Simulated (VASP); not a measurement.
# MgO (m.bgw) (Fm-3m) in VASP: single point with PBE

Aim: the single point of MgO (m.bgw) with PBE.

Everything below comes from runs of VASP 6.6.1. Logs are shortened: lines on timing, memory, paths and dates and some standing lists are left out, and cuts for length are marked.

## (1) The cell of the first run

The structure is cubic, space group Fm-3m (No. 225). Conventional cell: a = 4.254 Å, b = 4.254 Å, c = 4.254 Å, α = 90.00°, β = 90.00°, γ = 90.00°. Mg (site symmetry m-3m) has 6 O at 2.13 Å within 2.8 Å. O (site symmetry m-3m) has 6 Mg at 2.13 Å within 2.8 Å.

## (2) Single point, PBE

The input, INCAR:

```
SYSTEM = MgO
  PREC = Accurate
  ENCUT = 600
  EDIFF = 1E-6
  ISMEAR = 0
  SIGMA = 0.01
  LREAL = .FALSE.
  LASPH = .TRUE.
  NELM = 120
  ALGO = Normal
  ISIF = 2
  LWAVE = .FALSE.
  LCHARG = .FALSE.
  GGA = PE
  NBANDS = 11
  GGA_COMPAT = .FALSE.
```

The input, KPOINTS:

```
Automatic mesh
0
G
  6 6 6
  0 0 0
```

The input, POSCAR:

```
MgO
1.0
    0.0000000000      2.1272184857      2.1272184857
    2.1272184857      0.0000000000      2.1272184857
    2.1272184857      2.1272184857      0.0000000000
Mg O
1 1
Direct
    0.0000000000      0.0000000000      0.0000000000
    0.5000000000      0.5000000000      0.5000000000
```

Potentials or basis: VASP PAW PBE potentials, release 64 (Mg, O).

Command:

```
cat potpaw_PBE.64/Mg/POTCAR potpaw_PBE.64/O/POTCAR > POTCAR
mpirun -np 1 vasp_std > vasp.out
```

OUTCAR:

```text
SYSTEM = MgO
   PREC = Accurate
   ENCUT = 600
   EDIFF = 1E-6
   ISMEAR = 0
   LREAL = .FALSE.
   LASPH = .TRUE.
   NELM = 120
   ISIF = 2
   GGA = PE

 ion  position               nearest neighbor table
   1  0.000  0.000  0.000-   2 2.13   2 2.13   2 2.13   2 2.13   2 2.13   2 2.13
   2  0.500  0.500  0.500-   1 2.13   1 2.13   1 2.13   1 2.13   1 2.13   1 2.13

  LATTYP: Found a face centered cubic cell.
 ALAT       =     4.2544369714

  Lattice vectors:

 A1 = (   0.0000000000,   2.1272184857,   2.1272184857)
 A2 = (   2.1272184857,   0.0000000000,   2.1272184857)
 A3 = (   2.1272184857,   2.1272184857,   0.0000000000)

Analysis of symmetry for initial positions (statically):
=====================================================================
 Subroutine PRICEL returns:
 Original cell was already a primitive cell.

 Routine SETGRP: Setting up the symmetry group for a
 face centered cubic supercell.

 Subroutine GETGRP returns: Found 48 space group operations
[... 9 lines left out ...]

 Routine SETGRP: Setting up the symmetry group for a
 face centered cubic supercell.

 Subroutine GETGRP returns: Found 48 space group operations
[... 11 lines left out ...]
                                     Primitive cell

  volume of cell :      19.2516

  direct lattice vectors                    reciprocal lattice vectors
     0.000000000  2.127218486  2.127218486    -0.235048728  0.235048728  0.235048728
     2.127218486  0.000000000  2.127218486     0.235048728 -0.235048728  0.235048728
     2.127218486  2.127218486  0.000000000     0.235048728  0.235048728 -0.235048728

  length of vectors
     3.008341233  3.008341233  3.008341233     0.407116340  0.407116340  0.407116340

  position of ions in fractional coordinates (direct lattice)
     0.000000000  0.000000000  0.000000000
     0.500000000  0.500000000  0.500000000

  ion indices of the primitive-cell ions
   primitive index   ion index
                 1           1
                 2           2

----------------------------------------------------------------------------------------

 KPOINTS: Automatic mesh

Automatic generation of k-mesh.
 Grid dimensions read from file:
 generate k-points for:    6    6    6

 Generating k-lattice:

  Cartesian coordinates                     Fractional coordinates (reciprocal lattice)
    -0.039174788  0.039174788  0.039174788     0.166666667  0.000000000  0.000000000
     0.039174788 -0.039174788  0.039174788     0.000000000  0.166666667  0.000000000
     0.039174788  0.039174788 -0.039174788     0.000000000  0.000000000  0.166666667
[... 47 lines left out ...]
   NELM   =    120;   NELMIN=  2; NELMDL= -5     # of ELM steps
   EDIFF  = 0.1E-05   stopping-criterion for ELM
   LREAL  =      F    real-space projection
[... 7 lines left out ...]
   TEBEG  =    0.0;   TEEND  =   0.0 temperature during run
   PSTRESS=    0.0 pullay stress
   NELECT =       8.0000    total number of electrons
   NUPDOWN=      -1.0000    fix difference up-down
   EMIN   =  10.00;   EMAX   =-10.00  energy-range for DOS
   EFERMI =   0.00;   METHOD = LEGACY
   ISMEAR =     0;   SIGMA  =   0.01  broadening in eV -4-tet -1-fermi 0-gaus
   EFERMI_NEDOS =   21; number of points for ismear=-14 and -15
   IALGO  =     38    algorithm
   IMIX   =      4    mixing-type and parameters
     AMIX     =   0.40;   BMIX     =  1.00
     AMIX_MAG =   1.60;   BMIX_MAG =  1.00
  volume/ion in A,a.u.               =       9.63        64.96
  Fermi-wavevector in a.u.,A,eV,Ry     =   1.221657  2.308598 20.305968  1.492447
  Thomas-Fermi vector in A             =   2.356832
   LORBIT       =      0    0 simple, 1 ext, 2 COOP (PROOUT), +10 PAW based schemes
   GGA     = PE    functional components
   LHFCALC =     F    Hartree Fock is set to
   AEXX    =    0.0000 exact exchange contribution
   IVDW    =     0    specifies the selected vdW correction
   LEPSILON=     F    determine dielectric tensor
   LRPA    =     F    only Hartree local field effects (RPA)
 non-spin polarized calculation
 Gauss-broadening in eV      SIGMA  =   0.01
  energy-cutoff  :      600.00
  volume of cell :       19.25
 maximum number of plane-waves:       654
   NGX = 13   NGY = 13   NGZ = 13

 number of electron       8.0000004 magnetization

 Free energy of the ion-electron system (eV)
  ---------------------------------------------------
  ext. energy  EPLUGINS =         0.00000000
  ---------------------------------------------------
  free energy    TOTEN  =       -11.91434915 eV

  energy without entropy =      -11.91434915  energy(sigma->0) =      -11.91434915

 E-fermi :   3.0731     XC(G=0): -10.9371

 val. band max:        2.9641650684   @ k =   0.0000   0.0000   0.0000
 cond. band min:       7.4042514357   @ k =   0.0000   0.0000   0.0000
 fundamental gap:      4.4400863673
 Fermi energy:         3.0730662616

 k-point     1 :       0.0000    0.0000    0.0000
  band No.  band energies     occupation
      1     -14.1475      2.00000
      2       2.9642      2.00000
      3       2.9642      2.00000
      4       2.9642      2.00000
      5       7.4043      0.00000
      6      18.5947      0.00000
      7      18.5947      0.00000
      8      18.5947      0.00000
      9      22.4312      0.00000
     10      24.1729      0.00000
     11      24.1729      0.00000
[... 197 lines left out ...]
 k-point    16 :      -0.3333    0.5000    0.1667
  band No.  band energies     occupation
      1     -12.6545      2.00000
      2      -0.4847      2.00000
      3       0.7962      2.00000
      4       1.3469      2.00000
      5      13.3883      0.00000
      6      14.0305      0.00000
      7      15.1732      0.00000
      8      19.0484      0.00000
      9      22.7195      0.00000
     10      27.2032      0.00000
     11      28.6411      0.00000

------------------------ aborting loop because EDIFF is reached ----------------------------------------

  FORCE on cell =-STRESS in cart. coord.  units (eV):
  Direction    XX          YY          ZZ          XY          YZ          ZX
  --------------------------------------------------------------------------------------
  -------------------------------------------------------------------------------------
  Total       -0.1321528     -0.1321528     -0.1321528      0.0000000      0.0000000      0.0000000
  in kB      -10.9981781    -10.9981781    -10.9981781      0.0000000      0.0000000      0.0000000
  external PRESSURE =     -10.9981781 kB  Pullay stress =       0.0000000 kB

 VOLUME and BASIS-vectors are now :
 -----------------------------------------------------------------------------
  energy-cutoff  :      600.00
  volume of cell :       19.25
      direct lattice vectors                 reciprocal lattice vectors
     0.000000000  2.127218486  2.127218486    -0.235048728  0.235048728  0.235048728
     2.127218486  0.000000000  2.127218486     0.235048728 -0.235048728  0.235048728
     2.127218486  2.127218486  0.000000000     0.235048728  0.235048728 -0.235048728

 POSITION                                       TOTAL-FORCE (eV/Angst)
 -----------------------------------------------------------------------------------
      0.00000      0.00000      0.00000         0.000000      0.000000     -0.000000
      2.12722      2.12722      2.12722        -0.000000     -0.000000      0.000000
 -----------------------------------------------------------------------------------
    total drift:                               -0.000000     -0.000000      0.000000

  FREE ENERGIE OF THE ION-ELECTRON SYSTEM (eV)
  ---------------------------------------------------
  free  energy   TOTEN  =       -11.9143491469 eV

  energy  without entropy=      -11.9143491469  energy(sigma->0) =      -11.91434915
```

OSZICAR:

```text
N       E                     dE             d eps       ncg     rms          rms(c)
DAV:   1     0.149478727820E+02    0.14948E+02   -0.48313E+03   376   0.716E+02
DAV:   2    -0.128619238395E+02   -0.27810E+02   -0.27423E+02   421   0.145E+02
DAV:   3    -0.134679764044E+02   -0.60605E+00   -0.60579E+00   418   0.191E+01
DAV:   4    -0.134694521604E+02   -0.14758E-02   -0.14757E-02   382   0.107E+00
DAV:   5    -0.134694573585E+02   -0.51981E-05   -0.51981E-05   409   0.617E-02    0.719E+00
DAV:   6    -0.119345958657E+02    0.15349E+01   -0.89832E+00   367   0.164E+01    0.227E+00
DAV:   7    -0.119203828467E+02    0.14213E-01   -0.63550E-02   382   0.222E+00    0.135E+00
DAV:   8    -0.119148423852E+02    0.55405E-02   -0.30935E-02   373   0.197E+00    0.257E-01
DAV:   9    -0.119143944017E+02    0.44798E-03   -0.67069E-04   394   0.181E-01    0.144E-01
DAV:  10    -0.119143482503E+02    0.46151E-04   -0.59984E-04   379   0.182E-01    0.886E-03
DAV:  11    -0.119143491469E+02   -0.89666E-06   -0.33908E-06   406   0.152E-02
   1 F= -.11914349E+02 E0= -.11914349E+02  d E =-.244832E-55
```

Wall time 2.9 s (1 thread of AMD EPYC 9R45 (Zen 5), shared host); peak memory 0.11 GiB.

Results:

```yaml
Free_energy: -11.9143 eV
Pressure: -1.1 GPa
Band_gap_on_the_k_mesh: 4.44 eV, direct
```

Caveat: the k points lie up to 0.43 Å⁻¹ apart.
